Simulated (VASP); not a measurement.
Here is a VASP 6.6.1 calculation.

Contents of INCAR:

```
SYSTEM = MgO
PREC     = Accurate       ! precision mode
ENCUT    = 600            ! plane-wave cutoff, eV
EDIFF    = 1E-6           ! SCF threshold, eV
ISMEAR   = 0              ! smearing method
SIGMA    = 0.01           ! smearing width, eV
LREAL    = .FALSE.        ! projectors in reciprocal space
LASPH    = .TRUE.         ! aspherical terms in the spheres
NELM     = 120            ! most SCF steps
ALGO     = Normal         ! electronic algorithm
ISIF     = 2              ! what is computed and relaxed
LWAVE    = .FALSE.        ! write WAVECAR
LCHARG   = .FALSE.        ! write CHGCAR
GGA      = PE             ! functional
NBANDS   = 11             ! bands
GGA_COMPAT= .FALSE.
```

The input KPOINTS:

```
Automatic mesh
0
G
  8 8 8
  0 0 0
```

File POSCAR:

```
MgO
1.0
    0.0000000000      2.1155050348      2.1155050348
    2.1155050348      0.0000000000      2.1155050348
    2.1155050348      2.1155050348      0.0000000000
Mg O
1 1
Direct
    0.0000000000      0.0000000000      0.0000000000
    0.5000000000      0.5000000000      0.5000000000
```

Potentials or basis: VASP PAW PBE potentials, release 64 (Mg, O).

Run with:

```console
$ cat potpaw_PBE.64/Mg/POTCAR potpaw_PBE.64/O/POTCAR > POTCAR
$ mpirun -np 1 vasp_std > vasp.out
```

Estimate the band gap on the k mesh.

4.60 eV, direct.

Estimate the pressure.

1.5 GPa.

**Experimental background.**

“Electronic structure of alkaline earth and post-transition metal oxides”, 2009, arxiv:0908.1581 quotes, for a bulk crystal of MgO: band gap 7.83 eV.

Measured gap of MgO: 7.83 eV (quoted in “Electronic structure of alkaline earth and post-transition metal oxides”, 2009, arxiv:0908.1581). This calculation gives 4.60 eV (-3.23 eV). The value is that of PBE, without temperature or zero-point motion. Semilocal functionals fall short of measured gaps as a rule.
